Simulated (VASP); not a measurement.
**Au: single point with PBE**

Au:

```
Au
1.0
     0.00000    2.01667    2.14141
     2.01667    0.00000    2.14141
     2.01667    2.01667    0.00000
Au
1
Direct
  0.00000 0.00000 0.00000
```

This cell differs from its parent crystal: strain -0.030 along x and y, +0.030 along z.

* Program: VASP 6.6.1
* Task: single point
* Functional: PBE
* Potentials or basis: VASP PAW PBE potentials, release 64 (Au)
* Cutoff: 520 eV
* k mesh: 24 × 24 × 24
* Occupations: gaussian, width 0.15 eV
* Spin: no spin polarisation
* Dipole correction: no
* Further INCAR settings: ALGO = Fast; EDIFF = 1e-06; NBANDS = 12

```yaml
Pressure: 4.7 GPa
Band_gap_on_the_k_mesh: zero (an odd number of electrons rules out a gap without spin polarisation)
```

Stress tensor (GPa, compression positive):
```
5.49 0.00 0.00
0.00 5.49 0.00
0.00 0.00 3.13
```

Levels at points of the mesh, in eV from the Fermi level:
```tsv
k point	band 2	band 3	band 4	band 5	band 6	band 7	band 8	band 9	band 10	band 11
(0.00, 0.00, 0.00)	-4.96	-4.42	-4.42	-3.46	-2.88	14.57	17.77	18.71	18.71	23.28
(0.50, 0.00, 0.00)	-4.89	-4.40	-2.11	-1.90	-0.88	2.94	13.76	16.53	17.62	23.66
(0.50, 0.50, 0.00)	-6.63	-2.01	-1.73	-1.73	0.42	4.67	10.63	10.63	17.58	20.10
(0.50, 0.00, 0.50)	-6.57	-2.08	-1.91	-1.46	1.40	6.04	9.56	9.64	16.71	19.18
```

It took 4.2 min on 1 thread of AMD EPYC 7R43 64-Core Processor (Zen 3), with other jobs on the host, peak memory 0.3 GiB.

Caveat: the cell differs from its parent crystal (strain -0.030 along x and y, +0.030 along z); the cell stands under pressure; spin-orbit coupling is left out, which moves the levels of the heavy elements.
